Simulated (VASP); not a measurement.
Here is a VASP 6.6.1 calculation.

Contents of INCAR:

```
SYSTEM = HfB2
PREC     = Accurate       ! precision mode
ENCUT    = 500            ! plane-wave cutoff, eV
EDIFF    = 1E-6           ! SCF threshold, eV
ISMEAR   = -1             ! smearing method
SIGMA    = 0.02           ! smearing width, eV
LREAL    = .False.        ! projectors in reciprocal space
LASPH    = .True.         ! aspherical terms in the spheres
NELM     = 120            ! most SCF steps
ALGO     = Normal         ! electronic algorithm
ISIF     = 2              ! what is computed and relaxed
LWAVE    = .False.        ! write WAVECAR
LCHARG   = .False.        ! write CHGCAR
GGA      = RP             ! functional
IVDW     = 12             ! dispersion correction
NBANDS   = 15             ! bands
GGA_COMPAT= .False.
```

Contents of KPOINTS:

```
regular mesh
0
Gamma
  8 8 6
  0 0 0
```

POSCAR

```
HfB2
1.0
    3.0130535812      0.0000000000      0.0000000000
   -1.5065267906      2.6093809443      0.0000000000
    0.0000000000      0.0000000000      3.2823613670
Hf B
1 2
Direct
    0.0000000000      0.0000000000      0.0000000000
    0.3333333333      0.6666666667      0.5000000000
    0.6666666667      0.3333333333      0.5000000000
```

Potentials or basis: VASP PAW PBE potentials, release 64 (Hf_pv, B).

Launch:

```sh
$ cat potpaw_PBE.64/Hf_pv/POTCAR potpaw_PBE.64/B/POTCAR > POTCAR
$ mpirun -np 1 vasp_std > vasp.out
```

(1) Predict the dispersion energy per atom.

(2) Estimate the pressure.

(3) Predict the band gap on the k mesh.

Results:

(1) -2.385 eV.

(2) 10.2 GPa.

(3) zero (bands 8 and 9 overlap by 0.58 eV).

Caveat: the cell stands under pressure; the PAW data sets were made with another functional, which shifts forces and pressure a little; spin-orbit coupling is left out, which moves the levels of the heavy elements.
